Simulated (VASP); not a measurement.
# V (Im-3m) in VASP: further runs

Aim: see how the results for V move with the level of theory and the settings. Levels: r2SCAN, r2SCANh, PBE. Tasks: single point.

Everything below comes from runs of VASP 6.6.1. Logs are shortened: lines on timing, memory, paths and dates and some standing lists are left out, and cuts for length are marked.

## Step 1: The cell of the first run

Symmetry: Im-3m, No. 229, cubic system. The conventional cell has a = 3.069 Å, b = 3.069 Å, c = 3.069 Å, α = 90.00°, β = 90.00°, γ = 90.00°. Within 3.5 Å of V (site symmetry m-3m) lie 14 V at 2.66 to 3.07 Å.

## Step 2: Single point, r2SCAN, collinear spin, ferromagnetic start

POSCAR reads:

```
V
1.0
   -1.5342779432      1.5342779432      1.5342779432
    1.5342779432     -1.5342779432      1.5342779432
    1.5342779432      1.5342779432     -1.5342779432
V
1
Direct
    0.0000000000      0.0000000000      0.0000000000
```

INCAR.step1 reads:

```
ALGO = Normal
EDIFF = 1E-4
ENCUT = 520
GGA = PE
ISMEAR = -1
ISPIN = 2
LASPH = T
LCHARG = F
LMAXMIX = 4
LREAL = F
LWAVE = T
MAGMOM = 2
NBANDS = 16
NELM = 150
PREC = Accurate
SIGMA = 0.05
```

INCAR.step2 reads:

```
ALGO = Normal
EDIFF = 1E-7
ENCUT = 520
ISIF = 2
ISMEAR = -1
ISPIN = 2
ISTART = 1
LASPH = T
LCHARG = F
LMAXMIX = 4
LMIXTAU = T
LORBIT = 11
LREAL = F
LWAVE = F
MAGMOM = 2
METAGGA = R2SCAN
NBANDS = 16
NELM = 150
PREC = Accurate
SIGMA = 0.05
```

KPOINTS reads:

```
k-points
0
Gamma
  12 12 12
```

Potentials or basis: VASP PAW PBE potentials, release 64 (V_sv).

Command:

```bash
> cat potpaw_PBE.64/V_sv/POTCAR > POTCAR
> cp INCAR.step1 INCAR
> mpirun -np 1 vasp_std > vasp.out
> cp INCAR.step2 INCAR
> mpirun -np 1 vasp_std > vasp.out
```

OUTCAR:

```text
EDIFF = 1E-7
   ENCUT = 520
   ISIF = 2
   ISMEAR = -1
   ISPIN = 2
   ISTART = 1
   LASPH = T
   LORBIT = 11
   LREAL = F
   METAGGA = R2SCAN
   NELM = 150
   PREC = Accurate

 ion  position               nearest neighbor table
   1  0.000  0.000  0.000-

  LATTYP: Found a body centered cubic cell.
 ALAT       =     3.0685558864

  Lattice vectors:

 A1 = (  -1.5342779432,   1.5342779432,   1.5342779432)
 A2 = (   1.5342779432,  -1.5342779432,   1.5342779432)
 A3 = (   1.5342779432,   1.5342779432,  -1.5342779432)

Analysis of symmetry for initial positions (statically):
=====================================================================
 Subroutine PRICEL returns:
 Original cell was already a primitive cell.

 Routine SETGRP: Setting up the symmetry group for a
 body centered cubic supercell.

 Subroutine GETGRP returns: Found 48 space group operations
 (whereof 48 operations were pure point group operations)
 out of a pool of 48 trial point group operations.

The static configuration has the point symmetry O_h .

Analysis of symmetry for dynamics (positions and initial velocities):
=====================================================================
 Subroutine PRICEL returns:
 Original cell was already a primitive cell.

 Routine SETGRP: Setting up the symmetry group for a
 body centered cubic supercell.

 Subroutine GETGRP returns: Found 48 space group operations
 (whereof 48 operations were pure point group operations)
 out of a pool of 48 trial point group operations.

The dynamic configuration has the point symmetry O_h .

Analysis of structural, dynamic, and magnetic symmetry:
=====================================================================
 Subroutine PRICEL returns:
 Original cell was already a primitive cell.

 Routine SETGRP: Setting up the symmetry group for a
 body centered cubic supercell.

 Subroutine GETGRP returns: Found 48 space group operations
 (whereof 48 operations were pure point group operations)
 out of a pool of 48 trial point group operations.

The overall configuration has the point symmetry O_h .

 Subroutine INISYM returns: Found 48 space group operations
 (whereof 48 operations are pure point group operations),
 and found     1 'primitive' translations

----------------------------------------------------------------------------------------

                                     Primitive cell

  volume of cell :      14.4468
[... 95 lines left out ...]
   POTIM  = 0.5000    time-step for ionic-motion
   TEBEG  =    0.0;   TEEND  =   0.0 temperature during run
   PSTRESS=    0.0 pullay stress
   NELECT =      13.0000    total number of electrons
   NUPDOWN=      -1.0000    fix difference up-down
   EMIN   =  10.00;   EMAX   =-10.00  energy-range for DOS
   EFERMI =   0.00;   METHOD = LEGACY
   ISMEAR =    -1;   SIGMA  =   0.05  broadening in eV -4-tet -1-fermi 0-gaus
   EFERMI_NEDOS =   21; number of points for ismear=-14 and -15
   IALGO  =     38    algorithm
   IMIX   =      4    mixing-type and parameters
     AMIX     =   0.40;   BMIX     =  1.00
     AMIX_MAG =   1.60;   BMIX_MAG =  1.00
  volume/ion in A,a.u.               =      14.45        97.49
  Fermi-wavevector in a.u.,A,eV,Ry     =   1.580515  2.986740 33.987723  2.498027
  Thomas-Fermi vector in A             =   2.680731
   LORBIT       =     11    0 simple, 1 ext, 2 COOP (PROOUT), +10 PAW based schemes
   METAGGA = R2SCAN    functional components
   LHFCALC =     F    Hartree Fock is set to
   AEXX    =    0.0000 exact exchange contribution
   IVDW    =     0    specifies the selected vdW correction
   LEPSILON=     F    determine dielectric tensor
   LRPA    =     F    only Hartree local field effects (RPA)
 spin polarized calculation
  energy-cutoff  :      520.00
  volume of cell :       14.45
 maximum number of plane-waves:       402
   NGX =  9   NGY =  9   NGZ =  9

 number of electron      13.0000007 magnetization       0.0001233

 number of electron      13.0000007 magnetization      -0.0000057

 Free energy of the ion-electron system (eV)
  ---------------------------------------------------
  ext. energy  EPLUGINS =         0.00000000
  ---------------------------------------------------
  free energy    TOTEN  =       -14.07946757 eV

  energy without entropy =      -14.06110395  energy(sigma->0) =      -14.07028576

 E-fermi :   8.8103     XC(G=0): -13.6473

 val. band max:        8.7233494993   @ k =  -0.2500   0.3333   0.0833
 cond. band min:       8.8112989616   @ k =  -0.3333   0.5000   0.1667
 fundamental gap:      0.0879494623
 Fermi energy:         8.8102877359

 spin component 1

 k-point     1 :       0.0000    0.0000    0.0000
  band No.  band energies     occupation
      1     -57.6090      1.00000
      2     -29.8624      1.00000
      3     -29.8624      1.00000
      4     -29.8624      1.00000
      5       1.9155      1.00000
      6       9.2685      0.00010
[... 435 lines left out ...]
      5       6.1423      1.00000
      6       7.6874      1.00000
[... 8 lines left out ...]
     15      37.9957      0.00000
     16      38.6933      0.00000

 [... further k-points ...]

 spin component 2

 k-point     1 :       0.0000    0.0000    0.0000
  band No.  band energies     occupation
      1     -57.6090      1.00000
      2     -29.8624      1.00000
      3     -29.8624      1.00000
      4     -29.8624      1.00000
      5       1.9155      1.00000
      6       9.2684      0.00010
[... 435 lines left out ...]
      5       6.1423      1.00000
      6       7.6874      1.00000
[... 8 lines left out ...]
     15      37.9957      0.00000
     16      38.6933      0.00000

 [... further k-points ...]
[... 5 lines left out ...]
  --------------------------------------------------------------------------------------
  -------------------------------------------------------------------------------------
  Total       -1.2080132     -1.2080132     -1.2080132      0.0000000      0.0000000      0.0000000
  in kB     -133.9708019   -133.9708019   -133.9708019      0.0000000      0.0000000      0.0000000
  external PRESSURE =    -133.9708019 kB  Pullay stress =       0.0000000 kB

 VOLUME and BASIS-vectors are now :
 -----------------------------------------------------------------------------
  energy-cutoff  :      520.00
  volume of cell :       14.45
      direct lattice vectors                 reciprocal lattice vectors
    -1.534277943  1.534277943  1.534277943     0.000000000  0.325886194  0.325886194
     1.534277943 -1.534277943  1.534277943     0.325886194  0.000000000  0.325886194
     1.534277943  1.534277943 -1.534277943     0.325886194  0.325886194  0.000000000

 POSITION                                       TOTAL-FORCE (eV/Angst)
 -----------------------------------------------------------------------------------
      0.00000      0.00000      0.00000         0.000000      0.000000     -0.000000
 -----------------------------------------------------------------------------------
    total drift:                                0.000000     -0.000000      0.000000

  FREE ENERGIE OF THE ION-ELECTRON SYSTEM (eV)
  ---------------------------------------------------
  free  energy   TOTEN  =       -14.0794675735 eV

  energy  without entropy=      -14.0611039517  energy(sigma->0) =      -14.07028576

 total charge

# of ion       s       p       d       tot
------------------------------------------
    1        2.318   6.214   2.971  11.503

 magnetization (x)

# of ion       s       p       d       tot
------------------------------------------
    1       -0.000  -0.000  -0.000  -0.000
```

OUTCAR.step1:

```text
EDIFF = 1E-4
   ENCUT = 520
   GGA = PE
   ISMEAR = -1
   ISPIN = 2
   LASPH = T
[... 1146 lines left out ...]

 POSITION                                       TOTAL-FORCE (eV/Angst)
 -----------------------------------------------------------------------------------
      0.00000      0.00000      0.00000         0.000000     -0.000000     -0.000000
 -----------------------------------------------------------------------------------
    total drift:                                0.000000     -0.000000      0.000000

  FREE ENERGIE OF THE ION-ELECTRON SYSTEM (eV)
  ---------------------------------------------------
  free  energy   TOTEN  =        -8.9590918236 eV

  energy  without entropy=       -8.9406938367  energy(sigma->0) =       -8.94989283
```

OSZICAR.step1:

```text
N       E                     dE             d eps       ncg     rms          rms(c)
DAV:   1     0.934178139630E+02    0.93418E+02   -0.65092E+03  4656   0.876E+02
DAV:   2    -0.835808638179E+01   -0.10178E+03   -0.97730E+02  5112   0.269E+02
DAV:   3    -0.990199054077E+01   -0.15439E+01   -0.15421E+01  5192   0.364E+01
DAV:   4    -0.990837054644E+01   -0.63800E-02   -0.63799E-02  5496   0.246E+00
DAV:   5    -0.990843050055E+01   -0.59954E-04   -0.59953E-04  5248   0.223E-01    0.184E+01
DAV:   6    -0.893021037671E+01    0.97822E+00   -0.19334E+00  4712   0.222E+01    0.244E+00
DAV:   7    -0.895748487627E+01   -0.27274E-01   -0.13081E-01  4920   0.320E+00    0.172E+00
DAV:   8    -0.896022777675E+01   -0.27429E-02   -0.65469E-03  5056   0.988E-01    0.822E-01
DAV:   9    -0.895831898046E+01    0.19088E-02   -0.15379E-03  5248   0.457E-01    0.180E-01
DAV:  10    -0.895877960965E+01   -0.46063E-03   -0.89498E-04  5064   0.273E-01    0.100E-01
DAV:  11    -0.895895751454E+01   -0.17790E-03   -0.15745E-04  4144   0.932E-02    0.543E-02
DAV:  12    -0.895906304594E+01   -0.10553E-03   -0.67478E-05  2376   0.552E-02    0.369E-02
DAV:  13    -0.895909182365E+01   -0.28778E-04   -0.12733E-05  2392   0.291E-02
   1 F= -.89590918E+01 E0= -.89498928E+01  d E =-.183980E-01  mag=     0.0100
```

Run time: 1.8 min. Hardware: 1 thread of Intel Xeon Platinum 8488C (Sapphire Rapids), shared host; peak memory 0.15 GiB.

Results:

| Quantity | Value |
| --- | --- |
| Free energy | -14.0795 eV |
| Pressure | -13.4 GPa |
| Net moment | 0.00 μB per cell |
| Valence electrons inside the program's atomic spheres | V 11.50 |

Caveat: the PAW data sets were made with another functional, which shifts forces and pressure a little.

(Part 1 of 2 ends here.)
